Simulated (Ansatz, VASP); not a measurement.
**One calculation of EuO, two programs**

```
CELL_PARAMETERS angstrom
0.00000 2.57195 2.57195
2.57195 0.00000 2.57195
2.57195 2.57195 0.00000
ATOMIC_POSITIONS crystal
Eu 0.00000 0.00000 0.00000
O 0.50000 0.50000 0.50000
```

Alike in both runs: task single point; functional PBE; k mesh 12 × 12 × 12; occupations gaussian, width 0.05 eV; collinear spin.

|  | VASP | Ansatz |
| --- | --- | --- |
| version | VASP 6.6.1 | Ansatz 0.2.0 |
| potentials or method | VASP PAW PBE potentials, release 64 (Eu, O), cutoff 600 eV | scalar-relativistic, plane waves, PAW |
| valence electrons in the cell | 23 | 23 |

|  | VASP | Ansatz | Ansatz less VASP |
| --- | --- | --- | --- |
| gap on the k mesh at the Fermi level (eV) | none | none | - |
| pressure (GPa) | -4.4 | -4.1 | +0.33 |
| net moment per atom (μB) | 3.49 | 3.49 | +0.004 |
| size of the moment on the site where the two differ most (μB) | 6.59 | 6.62 | +0.032 |

Site moments also hang on the region over which each program counts them. A gap of «none» marks a metal or a gap that the smearing closes.

Spin-orbit coupling is off throughout.
